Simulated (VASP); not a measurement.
Input of a VASP 6.6.1 run:

Contents of INCAR:

```
ALGO = Normal
EDIFF = 1E-6
ENCUT = 520
GGA = PE
ISIF = 2
ISMEAR = 0
LASPH = True
LCHARG = False
LREAL = False
LWAVE = False
NBANDS = 54
NELM = 80
PREC = Accurate
SIGMA = 0.2
```

Contents of KPOINTS:

```
k-points
0
Gamma
  6 6 1
```

File POSCAR:

```
Cd3In3O2
1.0
    3.3301335585      0.0000000000      0.0000000000
   -1.6650667792      2.8839802597      0.0000000000
    0.0000000000      0.0000000000     17.0709968522
Cd In O
3 3 2
Direct
    0.3333333333      0.6666666667      0.1949483876
    0.6666666667      0.3333333333      0.8050516124
    0.0000000000      0.0000000000      0.5000000000
    0.0000000000      0.0000000000      0.0000000000
    0.3333333333      0.6666666667      0.6556757672
    0.6666666667      0.3333333333      0.3443242328
    0.3333333333      0.6666666667      0.0644669714
    0.6666666667      0.3333333333      0.9355330286
```

Potentials or basis: VASP PAW PBE potentials, release 64 (Cd, In_d, O).

Run with:

```bash
$ cat potpaw_PBE.64/Cd/POTCAR potpaw_PBE.64/In_d/POTCAR potpaw_PBE.64/O/POTCAR > POTCAR
$ mpirun -np 1 vasp_std > vasp.out
```

(1) Estimate the largest force.

(2) Predict the band gap on the k mesh.

(3) Predict the pressure.

Answers

(1) 0.065 eV/Å.

(2) zero (an odd number of electrons rules out a gap without spin polarisation).

(3) 0.3 GPa.

Caveat: the k points lie up to 0.37 Å⁻¹ apart, too coarse for converged energies and pressures of a metal; spin-orbit coupling is left out, which moves the levels of the heavy elements; an odd number of electrons without spin polarisation forces a metal; a magnetic or distorted state may lie lower.
